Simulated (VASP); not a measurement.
Input of a VASP 6.6.1 run:

INCAR

```
SYSTEM = SiNi3
ALGO = Normal
EDIFF = 1E-8
ENCUT = 520
GGA = CA
IBRION = 8
ISIF = 2
ISMEAR = -1
ISPIN = 2
LASPH = .TRUE.
LCHARG = .FALSE.
LMAXMIX = 4
LORBIT = 11
LREAL = .FALSE.
LWAVE = .FALSE.
MAGMOM = 1 1 1 0
NBANDS = 29
NELM = 150
NSW = 1
PREC = Accurate
SIGMA = 0.05
```

KPOINTS

```
k-points
0
G
  6 6 6
  0 0 0
```

POSCAR

```
SiNi3
1.0
    3.5420000000      0.0000000000      0.0000000000
    0.0000000000      3.5420000000      0.0000000000
    0.0000000000      0.0000000000      3.5420000000
Ni Si
3 1
Direct
    0.5000000000      0.5000000000      0.0000000000
    0.5000000000      0.0000000000      0.5000000000
    0.0000000000      0.5000000000      0.5000000000
    0.0000000000      0.0000000000      0.0000000000
```

Potentials or basis: VASP PAW LDA potentials, release 64 (Ni, Si).

The run is started by

```sh
$ cat potpaw_LDA.64/Ni/POTCAR potpaw_LDA.64/Si/POTCAR > POTCAR
$ mpirun -np 1 vasp_std > vasp.out
```

**Question.** Estimate the highest phonon frequency at Γ.

**Answer.** 272 cm⁻¹.

**Question.** Predict the net moment.

**Answer.** 0.00 μB per cell.

Phonon frequencies in cm⁻¹ (negative: imaginary):
| q point | frequencies |
| --- | --- |
| (0.000, 0.000, 0.000) | 0 0 0 165 165 165 179 179 179 272 272 272 |

Caveat: the cell stands under pressure or tension, which shifts response properties; the moments typed at the start vanished in this run.
